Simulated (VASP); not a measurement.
# Si (Fd-3m) in VASP: further runs, part 2 of 2

VASP 6.6.1.

## 4. Single point, PBE

The input, INCAR:

```
PREC = Accurate
ENCUT = 500
EDIFF = 1E-6
ISMEAR = -1
SIGMA = 0.1
LREAL = False
LASPH = True
NELM = 120
ALGO = Normal
ISIF = 2
LWAVE = False
LCHARG = False
GGA = PE
NBANDS = 11
GGA_COMPAT = False
```

The input, KPOINTS:

```
Automatic mesh
0
Gamma
  10 10 10
```

The input, POSCAR:

```
Si
1.0
    0.0000000000      2.7354874751      2.7354874751
    2.7354874751      0.0000000000      2.7354874751
    2.7354874751      2.7354874751      0.0000000000
Si
2
Direct
    0.5000000000      0.5000000000      0.5000000000
    0.7500000000      0.7500000000      0.7500000000
```

Potentials or basis: VASP PAW PBE potentials, release 64 (Si).

Command:

```sh
$ cat potpaw_PBE.64/Si/POTCAR > POTCAR
$ mpirun -np 1 vasp_std > vasp.out
```

OUTCAR:

```text
PREC = Accurate
   ENCUT = 500
   EDIFF = 1E-6
   ISMEAR = -1
   LREAL = False
   LASPH = True
   NELM = 120
   ISIF = 2
   GGA = PE

 ion  position               nearest neighbor table
   1  0.500  0.500  0.500-   2 2.37   2 2.37   2 2.37   2 2.37
   2  0.750  0.750  0.750-   1 2.37   1 2.37   1 2.37   1 2.37

  LATTYP: Found a face centered cubic cell.
 ALAT       =     5.4709749502

  Lattice vectors:

 A1 = (   0.0000000000,   2.7354874751,   2.7354874751)
 A2 = (   2.7354874751,   0.0000000000,   2.7354874751)
 A3 = (   2.7354874751,   2.7354874751,   0.0000000000)

Analysis of symmetry for initial positions (statically):
=====================================================================
 Subroutine PRICEL returns:
 Original cell was already a primitive cell.

 Routine SETGRP: Setting up the symmetry group for a
 face centered cubic supercell.

 Subroutine GETGRP returns: Found 48 space group operations
 (whereof 24 operations were pure point group operations)
 out of a pool of 48 trial point group operations.

The static configuration has the point symmetry T_d .
 The point group associated with its full space group is O_h .

Analysis of symmetry for dynamics (positions and initial velocities):
=====================================================================
 Subroutine PRICEL returns:
 Original cell was already a primitive cell.

 Routine SETGRP: Setting up the symmetry group for a
 face centered cubic supercell.

 Subroutine GETGRP returns: Found 48 space group operations
 (whereof 24 operations were pure point group operations)
 out of a pool of 48 trial point group operations.

The dynamic configuration has the point symmetry T_d .
 The point group associated with its full space group is O_h .

 Subroutine INISYM returns: Found 48 space group operations
 (whereof 24 operations are pure point group operations),
 and found     1 'primitive' translations

[... 112 lines left out ...]
   IMIX   =      4    mixing-type and parameters
     AMIX     =   0.40;   BMIX     =  1.00
     AMIX_MAG =   1.60;   BMIX_MAG =  1.00
  volume/ion in A,a.u.               =      20.47       138.13
  Fermi-wavevector in a.u.,A,eV,Ry     =   0.950007  1.795253 12.279437  0.902513
  Thomas-Fermi vector in A             =   2.078343
   LORBIT       =      0    0 simple, 1 ext, 2 COOP (PROOUT), +10 PAW based schemes
   GGA     = PE    functional components
   LHFCALC =     F    Hartree Fock is set to
   AEXX    =    0.0000 exact exchange contribution
   IVDW    =     0    specifies the selected vdW correction
   LEPSILON=     F    determine dielectric tensor
   LRPA    =     F    only Hartree local field effects (RPA)
 non-spin polarized calculation
  energy-cutoff  :      500.00
  volume of cell :       40.94
 maximum number of plane-waves:      1056
   NGX = 15   NGY = 15   NGZ = 15

 number of electron       8.0000000 magnetization

 Free energy of the ion-electron system (eV)
  ---------------------------------------------------
  ext. energy  EPLUGINS =         0.00000000
  ---------------------------------------------------
  free energy    TOTEN  =       -10.84933297 eV

  energy without entropy =      -10.84849473  energy(sigma->0) =      -10.84891385

 E-fermi :   5.8968     XC(G=0):  -9.3229

 val. band max:        5.6033043277   @ k =   0.0000   0.0000   0.0000
 cond. band min:       6.2234163376   @ k =   0.4000   0.4000   0.0000
 fundamental gap:      0.6201120099
 Fermi energy:         5.8967518930

 k-point     1 :       0.0000    0.0000    0.0000
  band No.  band energies     occupation
      1      -6.2029      2.00000
      2       5.6033      1.89905
      3       5.6033      1.89905
      4       5.6033      1.89905
      5       8.1600      0.00000
      6       8.1600      0.00000
      7       8.1600      0.00000
      8       8.7231      0.00000
      9      13.3122      0.00000
     10      13.3122      0.00000
     11      13.4757      0.00000
[... 309 lines left out ...]
 k-point    24 :       0.4000    0.3000    0.0000
  band No.  band energies     occupation
      1      -4.0826      2.00000
      2       0.2122      2.00000
      3       2.8135      2.00000
      4       3.2225      2.00000
      5       6.6819      0.00078
      6       7.8703      0.00000
      7      12.4526      0.00000
      8      12.5947      0.00000
      9      16.0091      0.00000
     10      16.1310      0.00000
     11      17.6160      0.00000

 [... further k-points ...]
[... 5 lines left out ...]
  --------------------------------------------------------------------------------------
  -------------------------------------------------------------------------------------
  Total       -0.0301013     -0.0301013     -0.0301013     -0.0000000      0.0000000     -0.0000000
  in kB       -1.1780439     -1.1780439     -1.1780439     -0.0000000      0.0000000     -0.0000000
  external PRESSURE =      -1.1780439 kB  Pullay stress =       0.0000000 kB

 VOLUME and BASIS-vectors are now :
 -----------------------------------------------------------------------------
  energy-cutoff  :      500.00
  volume of cell :       40.94
      direct lattice vectors                 reciprocal lattice vectors
     0.000000000  2.735487475  2.735487475    -0.182782778  0.182782778  0.182782778
     2.735487475  0.000000000  2.735487475     0.182782778 -0.182782778  0.182782778
     2.735487475  2.735487475  0.000000000     0.182782778  0.182782778 -0.182782778

 POSITION                                       TOTAL-FORCE (eV/Angst)
 -----------------------------------------------------------------------------------
      2.73549      2.73549      2.73549         0.000000     -0.000000      0.000000
      4.10323      4.10323      4.10323        -0.000000      0.000000     -0.000000
 -----------------------------------------------------------------------------------
    total drift:                               -0.000000      0.000000     -0.000000

  FREE ENERGIE OF THE ION-ELECTRON SYSTEM (eV)
  ---------------------------------------------------
  free  energy   TOTEN  =       -10.8493329702 eV

  energy  without entropy=      -10.8484947273  energy(sigma->0) =      -10.84891385
```

OSZICAR:

```text
N       E                     dE             d eps       ncg     rms          rms(c)
DAV:   1     0.948815178738E+01    0.94882E+01   -0.31480E+03  1034   0.568E+02
DAV:   2    -0.103806803381E+02   -0.19869E+02   -0.19185E+02  1371   0.877E+01
DAV:   3    -0.110119461864E+02   -0.63127E+00   -0.62958E+00  1320   0.139E+01
DAV:   4    -0.110166855787E+02   -0.47394E-02   -0.47387E-02  1218   0.152E+00
DAV:   5    -0.110167346833E+02   -0.49105E-04   -0.49104E-04  1335   0.145E-01    0.474E+00
DAV:   6    -0.109013236576E+02    0.11541E+00   -0.64699E-02  1168   0.104E+00    0.289E+00
DAV:   7    -0.108478340551E+02    0.53490E-01   -0.12685E-01  1188   0.157E+00    0.166E-01
DAV:   8    -0.108490986483E+02   -0.12646E-02   -0.57045E-03  1163   0.404E-01    0.793E-02
DAV:   9    -0.108493074525E+02   -0.20880E-03   -0.20175E-04  1276   0.863E-02    0.585E-02
DAV:  10    -0.108493324189E+02   -0.24966E-04   -0.22215E-05  1207   0.270E-02    0.550E-03
DAV:  11    -0.108493329702E+02   -0.55133E-06   -0.19446E-06  1278   0.723E-03
   1 F= -.10849333E+02 E0= -.10848914E+02  d E =-.838243E-03
```

It took 31 s on 1 thread of Intel Xeon 8259CL, shared host; peak memory 0.15 GiB.

What came out:

```yaml
Free_energy: -10.8493 eV
Pressure: -0.1 GPa
Band_gap_on_the_k_mesh: 0.62 eV, indirect (least direct gap 2.56 eV)
```

## 5. Summary

| smearing | gap on the mesh (eV) | pressure (GPa) |
| --- | --- | --- |
| fermi-dirac 0.01 eV | 0.62 | -0.1 |
| fermi-dirac 0.03 eV | 0.62 | -0.1 |
| fermi-dirac 0.1 eV | 0.62 | -0.1 |

Alike in all rows: task single point; level PBE; potentials or basis VASP PAW PBE potentials, release 64 (Si); no spin polarisation; cell as given; k mesh 10 × 10 × 10; cutoff (eV) 500.

On the cell as given the gap runs from 0.62 eV (PBE) to 0.62 eV (PBE).

Absolute energies hang on the potentials; compare differences alone.
